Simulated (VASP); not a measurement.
# PbO (P4/nmm) in VASP: notebook

Runs on PbO. Level: LDA. Tasks: single point.

All numbers are computed with VASP 6.6.1; they aren't measurements. Logs are shortened: lines on timing, memory, paths and dates and some standing lists are left out, and cuts for length are marked.

## Step 1: The cell of the first run

It takes space group P4/nmm (No. 129, tetragonal). Conventional cell: a = 3.974 Å, b = 3.974 Å, c = 4.972 Å, α = 90.00°, β = 90.00°, γ = 90.00°. Pb (site symmetry 4mm) has 4 O at 2.31 Å within 3.0 Å. Within 3.0 Å of O (site symmetry -4m2) lie 4 Pb at 2.31 Å and 4 O at 2.81 Å.

## Step 2: Single point, LDA (zz strain of -1 %)

Contents of INCAR:

```
PREC = Accurate ; ENCUT = 520
EDIFF = 1E-7 ; ISMEAR = -1
SIGMA = 0.03 ; LREAL = F
LASPH = T ; NELM = 100
ALGO = Normal ; ISIF = 2
LWAVE = F ; LCHARG = T
GGA = CA ; LELF = T
LVHAR = T ; NBANDS = 28
```

Contents of KPOINTS:

```
Automatic mesh
0
Gamma
  7 7 6
```

Contents of POSCAR:

```
PbO
1.0
    3.9744000000      0.0000000000      0.0000000000
    0.0000000000      3.9744000000      0.0000000000
    0.0000000000      0.0000000000      4.9717800000
Pb O
2 2
Direct
    0.0000000000      0.5000000000      0.2351000000
    0.5000000000      0.0000000000      0.7649000000
    0.0000000000      0.0000000000      0.0000000000
    0.5000000000      0.5000000000      0.0000000000
```

Potentials or basis: VASP PAW LDA potentials, release 64 (Pb_d, O).

Command:

```bash
cat potpaw_LDA.64/Pb_d/POTCAR potpaw_LDA.64/O/POTCAR > POTCAR
mpirun -np 1 vasp_std > vasp.out
```

OUTCAR:

```text
PREC = Accurate
   ENCUT = 520
   EDIFF = 1E-7
   ISMEAR = -1
   LREAL = F
   LASPH = T
   NELM = 100
   ISIF = 2
   GGA = CA

 ion  position               nearest neighbor table
   1  0.000  0.500  0.235-   3 2.31   4 2.31   3 2.31   4 2.31   2 3.66   2 3.66   2 3.66   2 3.66
                             2 3.85   2 3.85   2 3.85   2 3.85
   2  0.500  0.000  0.765-   3 2.31   4 2.31   4 2.31   3 2.31   1 3.66   1 3.66   1 3.66   1 3.66
                             1 3.85   1 3.85   1 3.85   1 3.85
   3  0.000  0.000  0.000-   1 2.31   2 2.31   1 2.31   2 2.31
   4  0.500  0.500  0.000-   1 2.31   2 2.31   2 2.31   1 2.31

  LATTYP: Found a simple tetragonal cell.
 ALAT       =     3.9744000000
 C/A-ratio  =     1.2509510870

  Lattice vectors:

 A1 = (   3.9744000000,   0.0000000000,   0.0000000000)
 A2 = (   0.0000000000,   3.9744000000,   0.0000000000)
 A3 = (   0.0000000000,   0.0000000000,   4.9717800000)

Analysis of symmetry for initial positions (statically):
=====================================================================
 Subroutine PRICEL returns:
 Original cell was already a primitive cell.

 Routine SETGRP: Setting up the symmetry group for a
 simple tetragonal supercell.

 Subroutine GETGRP returns: Found 16 space group operations
 (whereof  8 operations were pure point group operations)
 out of a pool of 16 trial point group operations.

The static configuration has the point symmetry D_2d.
 The point group associated with its full space group is D_4h.

Analysis of symmetry for dynamics (positions and initial velocities):
=====================================================================
 Subroutine PRICEL returns:
 Original cell was already a primitive cell.

 Routine SETGRP: Setting up the symmetry group for a
 simple tetragonal supercell.

 Subroutine GETGRP returns: Found 16 space group operations
 (whereof  8 operations were pure point group operations)
 out of a pool of 16 trial point group operations.

The dynamic configuration has the point symmetry D_2d.
 The point group associated with its full space group is D_4h.

 Subroutine INISYM returns: Found 16 space group operations
 (whereof  8 operations are pure point group operations),
 and found     1 'primitive' translations

----------------------------------------------------------------------------------------

                                     Primitive cell

  volume of cell :      78.5335

  direct lattice vectors                    reciprocal lattice vectors
     3.974400000  0.000000000  0.000000000     0.251610306  0.000000000  0.000000000
     0.000000000  3.974400000  0.000000000     0.000000000  0.251610306  0.000000000
     0.000000000  0.000000000  4.971780000     0.000000000  0.000000000  0.201135207

  length of vectors
     3.974400000  3.974400000  4.971780000     0.251610306  0.251610306  0.201135207

  position of ions in fractional coordinates (direct lattice)
     0.000000000  0.500000000  0.235100000
     0.500000000  0.000000000  0.764900000
     0.000000000  0.000000000  0.000000000
     0.500000000  0.500000000  0.000000000

  ion indices of the primitive-cell ions
   primitive index   ion index
                 1           1
                 2           2
                 3           3
                 4           4

----------------------------------------------------------------------------------------

 KPOINTS: Automatic mesh

Automatic generation of k-mesh.
 Grid dimensions read from file:
 generate k-points for:    7    7    6

 Generating k-lattice:

  Cartesian coordinates                     Fractional coordinates (reciprocal lattice)
     0.035944329  0.000000000  0.000000000     0.142857143  0.000000000  0.000000000
     0.000000000  0.035944329  0.000000000     0.000000000  0.142857143  0.000000000
     0.000000000  0.000000000  0.033522535     0.000000000  0.000000000  0.166666667

  Length of vectors
     0.035944329  0.035944329  0.033522535

  Shift w.r.t. Gamma in fractional coordinates (k-lattice)
     0.000000000  0.000000000  0.000000000

 Subroutine IBZKPT returns following result:
 ===========================================

 Found     40 irreducible k-points:

 Following reciprocal coordinates:
            Coordinates               Weight
  0.000000  0.000000  0.000000      1.000000
  0.142857  0.000000  0.000000      4.000000
  0.285714  0.000000  0.000000      4.000000
  0.428571  0.000000  0.000000      4.000000
  0.142857  0.142857  0.000000      4.000000
  0.285714  0.142857  0.000000      8.000000
[... 16 lines left out ...]
  0.285714  0.000000  0.333333      8.000000
  0.428571  0.000000  0.333333      8.000000
 [... further k-points ...]
   k-points           NKPTS =     40   k-points in BZ     NKDIM =     40   number of bands    NBANDS=     28
   number of dos      NEDOS =    301   number of ions     NIONS =      4
   total plane-waves  NPLWV =  36000
   dimension x,y,z NGX =    30 NGY =   30 NGZ =   40
   dimension x,y,z NGXF=    60 NGYF=   60 NGZF=   80
   ions per type =               2   2
   NGX,Y,Z   is equivalent  to a cutoff of  12.55, 12.55, 13.38 a.u.
   NGXF,Y,Z  is equivalent  to a cutoff of  25.10, 25.10, 26.75 a.u.
 SYSTEM =  unknown system
   PREC   = accura    normal or accurate (medium, high low for compatibility)
   ISTART =      0    job   : 0-new  1-cont  2-samecut
   ICHARG =      2    charge: 1-file 2-atom 10-const
   ISPIN  =      1    spin polarized calculation?
   LNONCOLLINEAR =      F non collinear calculations
   LSORBIT =      F    spin-orbit coupling
   LASPH  =      T    aspherical Exc in radial PAW
   ENCUT  =  520.0 eV  38.22 Ry    6.18 a.u.   7.39  7.39  9.24*2*pi/ulx,y,z
   NELM   =    100;   NELMIN=  2; NELMDL= -5     # of ELM steps
   EDIFF  = 0.1E-06   stopping-criterion for ELM
   LREAL  =      F    real-space projection
   EDIFFG = 0.1E-05   stopping-criterion for IOM
   NSW    =      0    number of steps for IOM
   IBRION =     -1    ionic relax: 0-MD 1-quasi-New 2-CG
   NFREE  =      0    steps in history (QN), initial steepest desc. (CG)
   ISIF   =      2    stress and relaxation
   ISYM   =      2    0-nonsym 1-usesym 2-fastsym
   POTIM  = 0.5000    time-step for ionic-motion
   TEBEG  =    0.0;   TEEND  =   0.0 temperature during run
   PSTRESS=    0.0 pullay stress
   NELECT =      40.0000    total number of electrons
   NUPDOWN=      -1.0000    fix difference up-down
   EMIN   =  10.00;   EMAX   =-10.00  energy-range for DOS
   EFERMI =   0.00;   METHOD = LEGACY
   ISMEAR =    -1;   SIGMA  =   0.03  broadening in eV -4-tet -1-fermi 0-gaus
   EFERMI_NEDOS =   21; number of points for ismear=-14 and -15
   IALGO  =     38    algorithm
   IMIX   =      4    mixing-type and parameters
     AMIX     =   0.40;   BMIX     =  1.00
     AMIX_MAG =   1.60;   BMIX_MAG =  1.00
  volume/ion in A,a.u.               =      19.63       132.49
  Fermi-wavevector in a.u.,A,eV,Ry     =   1.307404  2.470635 23.256510  1.709305
  Thomas-Fermi vector in A             =   2.438141
   LORBIT       =      0    0 simple, 1 ext, 2 COOP (PROOUT), +10 PAW based schemes
   GGA     = CA    functional components
   LHFCALC =     F    Hartree Fock is set to
   AEXX    =    0.0000 exact exchange contribution
   IVDW    =     0    specifies the selected vdW correction
   LEPSILON=     F    determine dielectric tensor
   LRPA    =     F    only Hartree local field effects (RPA)
 non-spin polarized calculation
  energy-cutoff  :      520.00
  volume of cell :       78.53
 maximum number of plane-waves:      2162
 NGX is ok and might be reduce to    30
   NGX = 15   NGY = 15   NGZ = 19

 number of electron      39.9999992 magnetization

 Free energy of the ion-electron system (eV)
  ---------------------------------------------------
  ext. energy  EPLUGINS =         0.00000000
  ---------------------------------------------------
  free energy    TOTEN  =       -24.39699462 eV

  energy without entropy =      -24.39699462  energy(sigma->0) =      -24.39699462

 E-fermi :   5.5844     XC(G=0): -10.3517

 val. band max:        4.9523726331   @ k =   0.1429   0.0000   0.0000
 cond. band min:       6.4042232424   @ k =   0.4286   0.4286   0.0000
 fundamental gap:      1.4518506093
 Fermi energy:         5.5844336844

 k-point     1 :       0.0000    0.0000    0.0000
  band No.  band energies     occupation
      1     -13.3318      2.00000
      2     -12.8025      2.00000
      3     -11.0129      2.00000
      4     -11.0129      2.00000
      5     -10.9402      2.00000
      6     -10.9204      2.00000
[... 20 lines left out ...]
     27      12.4624      0.00000
     28      12.9744      0.00000

 k-point     2 :       0.1429    0.0000    0.0000
  band No.  band energies     occupation
      1     -13.2859      2.00000
      2     -12.8145      2.00000
      3     -11.0026      2.00000
      4     -10.9990      2.00000
      5     -10.9241      2.00000
      6     -10.9079      2.00000
[... 20 lines left out ...]
     27      12.7117      0.00000
     28      14.2369      0.00000

 k-point     3 :       0.2857    0.0000    0.0000
  band No.  band energies     occupation
      1     -13.1727      2.00000
      2     -12.8561      2.00000
      3     -10.9743      2.00000
      4     -10.9621      2.00000
      5     -10.8795      2.00000
      6     -10.8781      2.00000
[... 20 lines left out ...]
     27      13.0495      0.00000
     28      16.2543      0.00000

 k-point     4 :       0.4286    0.0000    0.0000
  band No.  band energies     occupation
      1     -13.0433      2.00000
      2     -12.9333      2.00000
      3     -10.9358      2.00000
      4     -10.9183      2.00000
      5     -10.8963      2.00000
      6     -10.8841      2.00000
[... 20 lines left out ...]
     27      13.6269      0.00000
     28      14.6931      0.00000

 k-point     5 :       0.1429    0.1429    0.0000
  band No.  band energies     occupation
      1     -13.2442      2.00000
      2     -12.8250      2.00000
      3     -11.0053      2.00000
      4     -10.9701      2.00000
      5     -10.9100      2.00000
      6     -10.8999      2.00000
[... 20 lines left out ...]
     27      13.7007      0.00000
     28      14.6805      0.00000

 k-point     6 :       0.2857    0.1429    0.0000
  band No.  band energies     occupation
      1     -13.1428      2.00000
      2     -12.8618      2.00000
      3     -10.9787      2.00000
      4     -10.9294      2.00000
      5     -10.8805      2.00000
      6     -10.8683      2.00000
[... 463 lines left out ...]
      5     -10.9466      2.00000
      6     -10.9021      2.00000
[... 20 lines left out ...]
     27      13.2927      0.00000
     28      13.5173      0.00000

 k-point    22 :       0.1429    0.0000    0.3333
  band No.  band energies     occupation
      1     -13.2708      2.00000
      2     -12.8045      2.00000
      3     -10.9760      2.00000
      4     -10.9633      2.00000
      5     -10.9293      2.00000
      6     -10.8898      2.00000
[... 20 lines left out ...]
     27      13.4846      0.00000
     28      14.3919      0.00000

 k-point    23 :       0.2857    0.0000    0.3333
  band No.  band energies     occupation
      1     -13.1706      2.00000
      2     -12.8546      2.00000
      3     -10.9777      2.00000
      4     -10.9337      2.00000
      5     -10.9022      2.00000
      6     -10.8892      2.00000
[... 20 lines left out ...]
     27      13.8099      0.00000
     28      15.7870      0.00000

 k-point    24 :       0.4286    0.0000    0.3333
  band No.  band energies     occupation
      1     -13.0509      2.00000
      2     -12.9402      2.00000
      3     -10.9695      2.00000
      4     -10.9442      2.00000
      5     -10.9038      2.00000
      6     -10.8829      2.00000
[... 20 lines left out ...]
     27      14.2490      0.00000
     28      14.9907      0.00000

 [... further k-points ...]

------------------------ aborting loop because EDIFF is reached ----------------------------------------

  FORCE on cell =-STRESS in cart. coord.  units (eV):
  Direction    XX          YY          ZZ          XY          YZ          ZX
  --------------------------------------------------------------------------------------
  -------------------------------------------------------------------------------------
  Total       -0.5552861     -0.5552861     -0.1720207      0.0000000     -0.0000000      0.0000000
  in kB      -11.3284975    -11.3284975     -3.5094268      0.0000000     -0.0000000      0.0000000
  external PRESSURE =      -8.7221406 kB  Pullay stress =       0.0000000 kB

 VOLUME and BASIS-vectors are now :
 -----------------------------------------------------------------------------
  energy-cutoff  :      520.00
  volume of cell :       78.53
      direct lattice vectors                 reciprocal lattice vectors
     3.974400000  0.000000000  0.000000000     0.251610306  0.000000000  0.000000000
     0.000000000  3.974400000  0.000000000     0.000000000  0.251610306  0.000000000
     0.000000000  0.000000000  4.971780000     0.000000000  0.000000000  0.201135207

 POSITION                                       TOTAL-FORCE (eV/Angst)
 -----------------------------------------------------------------------------------
      0.00000      1.98720      1.16887        -0.000000      0.000000      0.083050
      1.98720      0.00000      3.80291         0.000000      0.000000     -0.083050
      0.00000      0.00000      0.00000        -0.000000     -0.000000      0.000000
      1.98720      1.98720      0.00000        -0.000000      0.000000      0.000000
 -----------------------------------------------------------------------------------
    total drift:                                0.000000      0.000000     -0.000000

  FREE ENERGIE OF THE ION-ELECTRON SYSTEM (eV)
  ---------------------------------------------------
  free  energy   TOTEN  =       -24.3969946209 eV

  energy  without entropy=      -24.3969946209  energy(sigma->0) =      -24.39699462
```

Run time: 2.5 min. Hardware: 1 thread of Intel Xeon 8259CL, shared host; peak memory 0.2 GiB.

What came out:

```
Free energy            : -24.3970 eV
Pressure               : -0.9 GPa
Largest force          : 0.083 eV/Å
Band gap on the k mesh : 1.45 eV (least direct gap 2.22 eV)
```

Forces on the atoms (eV/Å):
```
Pb   0.000  0.000  0.083
Pb   0.000  0.000 -0.083
O    0.000  0.000  0.000
O    0.000  0.000  0.000
```

Stress tensor (GPa, compression positive):
```
-1.13  0.00  0.00
 0.00 -1.13  0.00
 0.00  0.00 -0.35
```

Caveat: the cell differs from its parent crystal (zz strain of -1 %); spin-orbit coupling is left out, which moves the levels of the heavy elements; an odd mesh through Γ misses points on the zone boundary, where band edges can lie.

(Continued in part 2 of 2.)
